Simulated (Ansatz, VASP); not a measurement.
# Two plane-wave programs on GaN

File INCAR:

```
SYSTEM = GaN
ALGO = Normal
EDIFF = 1E-6
ENCUT = 600
GGA = PE
GGA_COMPAT = .False.
ISIF = 2
ISMEAR = 0
LASPH = .True.
LCHARG = .False.
LREAL = .False.
LWAVE = .False.
NBANDS = 16
NELM = 120
PREC = Accurate
SIGMA = 0.1
```

Contents of KPOINTS:

```
k-points
0
Gamma
  8 8 8
  0 0 0
```

Contents of POSCAR:

```
GaN
1.0
    0.0000000000      2.2500000000      2.2500000000
    2.2500000000      0.0000000000      2.2500000000
    2.2500000000      2.2500000000      0.0000000000
Ga N
1 1
Direct
    0.0000000000      0.0000000000      0.0000000000
    0.2500000000      0.2500000000      0.2500000000
```

Input for Ansatz:

```yaml
crystal:
  lattice:
    - [0.0, 2.25, 2.25]
    - [2.25, 0.0, 2.25]
    - [2.25, 2.25, 0.0]
  atoms:
    - { symbol: Ga, position: [0.0, 0.0, 0.0] }
    - { symbol: "N", position: [0.25, 0.25, 0.25] }
basis:
  ecutwfc: 420
kpoints:
  mp_grid: { grid: [8, 8, 8] }
hamiltonian:
  xc: pbe
  pseudopotentials: { kind: paw, azcp: { folder: soft_1 } }
scf:
  occupations: { method: gaussian, width: 0.1 }
output:
  forces: true
  stress: true
  eigenvalues: true
```

Alike in both runs: task single point; functional PBE; k mesh 8 × 8 × 8; occupations gaussian, width 0.1 eV; no spin polarisation.

|  | VASP | Ansatz |
| --- | --- | --- |
| version | VASP 6.6.1 | Ansatz 0.2.0 |
| potentials or method | VASP PAW PBE potentials, release 64 (Ga_d, N), cutoff 600 eV | scalar-relativistic, plane waves, PAW |
| valence electrons in the cell | 18 | 18 |

```tsv
	VASP	Ansatz	Ansatz less VASP
gap on the k mesh at the Fermi level (eV)	1.75	1.75	-0.006
least direct gap on the mesh (eV)	1.75	1.75	-0.006
pressure (GPa)	5.8	6.0	+0.12
```
